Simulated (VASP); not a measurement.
TePb:

```xyz
2
Lattice="4.0023 0.0000 0.0000 0.0000 4.0023 0.0000 0.0000 0.0000 4.0023" Properties=species:S:1:pos:R:3 pbc="T T T"
Pb    0.0000    0.0000    0.0000
Te    2.0011    2.0011    2.0011
```

- Program: VASP 6.6.1
- Task: relaxation of cell and atoms
- Functional: RPBE
- Dispersion: D3(BJ)
- Potentials or basis: VASP PAW PBE potentials, release 64 (Pb_d, Te)
- Cutoff: 600 eV
- k mesh: 7 × 7 × 7
- Occupations: fermi-dirac, width 0.05 eV
- Spin: no spin polarisation

At the start: pressure -13.7 GPa; volume 32.05 Å³/atom.

Q: How do energy, volume and symmetry change on relaxing?

A: Over 12 steps the energy falls by 746.7 meV/atom and the volume is 22.11 Å³/atom (-31.0 %); space group Pm-3m (No. 221, to 0.1 Å) before and after.

The path:
```tsv
step	energy change (eV)	largest force (eV/Å)	pressure (GPa)	volume (Å³)
1	0.0000	0.0000	-13.75	64.11
2	-1.4371	0.0000	7.99	41.83
3	-1.4934	0.0000	0.26	44.14
4	-1.4929	0.0000	-0.71	44.49
5	-1.4930	0.0000	-0.67	44.47
6	-1.4932	0.0000	-0.48	44.40
7	-1.4932	0.0000	-0.49	44.40
8	-1.4933	0.0000	-0.46	44.39
9	-1.4933	0.0000	-0.43	44.38
10	-1.4933	0.0000	-0.38	44.36
11	-1.4934	0.0000	-0.28	44.31
12	-1.4935	0.0000	0.01	44.22
```

Final structure:
```
Pb Te
1.0
     3.53632    0.00000    0.00000
     0.00000    3.53632    0.00000
     0.00000    0.00000    3.53632
Pb Te
1 1
Direct
  0.00000 0.00000 0.00000
  0.50000 0.50000 0.50000
```

Caveat: the volume moved by over 15 % at a fixed basis, so the end points are rough; the PAW data sets were made with another functional, which shifts forces and pressure a little.
